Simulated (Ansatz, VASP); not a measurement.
**BaTiO3 in VASP and in Ansatz**

```
Ba Ti O
1.0
     4.01925    0.00000    0.00000
     0.00000    4.01925    0.00000
     0.00000    0.00000    4.01925
Ba Ti O
1 1 3
Direct
  0.50000 0.50000 0.50000
  0.00000 0.00000 0.00000
  0.50000 0.00000 0.00000
  0.00000 0.50000 0.00000
  0.00000 0.00000 0.50000
```

Alike in both runs: functional PBE; k mesh 8 × 8 × 8; occupations gaussian, width 0.02 eV; no spin polarisation.

Ansatz relaxed the structure, and its values are those at the end. VASP's run is a single point on that final structure, the one shown.

|  | VASP | Ansatz |
| --- | --- | --- |
| version | VASP 6.6.1 | Ansatz 0.2.0 |
| potentials or method | VASP PAW PBE potentials, release 64 (Ba_sv, Ti_sv, O), cutoff 520 eV | scalar-relativistic, plane waves, PAW |
| valence electrons in the cell | 40 | 40 |

```csv
,VASP,Ansatz,Ansatz less VASP
gap on the k mesh at the Fermi level (eV),1.72,1.78,+0.065
least direct gap on the mesh (eV),1.88,1.90,+0.026
pressure (GPa),1.7,0.0,-1.72
```

With one functional, cell and mesh, what is left measures potentials, basis and numerics.

Spin-orbit coupling is off throughout.
